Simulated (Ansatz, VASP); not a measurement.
One calculation of CuI, two programs

```xyz
4
Lattice="3.3562 -3.4419 0.0000 3.3562 3.4419 0.0000 0.0000 0.0000 4.1401" Properties=species:S:1:pos:R:3 pbc="T T T"
Cu    3.3562    0.5979    3.1050
Cu    3.3562   -0.5979    1.0350
I     3.3562   -2.0101    3.1050
I     3.3562    2.0101    1.0350
```

Change from the starting cell: hydrostatic strain -4.2%.

Alike in both runs: task single point; functional PBE; k mesh 6 × 6 × 6; occupations fermi-dirac, width 0.02 eV; no spin polarisation.

|  | VASP | Ansatz |
| --- | --- | --- |
| version | VASP 6.6.1 | Ansatz 0.2.0 |
| potentials or method | VASP PAW PBE potentials, release 64 (Cu, I) | plane waves, PAW |
| plane-wave cutoff (eV) | 520 | 420 |
| valence electrons in the cell | 36 | 72 |

Ansatz gave:

```
gap on the k mesh at the Fermi level (eV)                     : 0.78
pressure (GPa)                                                : 7.5
traceless stress, the component that is largest in VASP (GPa) : -3.95
rms of the force components (eV/Å)                            : 0.099
```

Problem. Estimate VASP's values.

Solution. gap on the k mesh at the Fermi level (eV): 0.80; pressure (GPa): 7.7; traceless stress, the component that is largest in VASP (GPa): -4.03; rms of the force components (eV/Å): 0.104.

Atom by atom the forces differ by 0.006 eV/Å (rms over components). VASP's potentials hold 36 valence electrons a cell and Ansatz's 72, so a difference there can come from the potentials and not from the codes.

Spin-orbit coupling is off throughout.
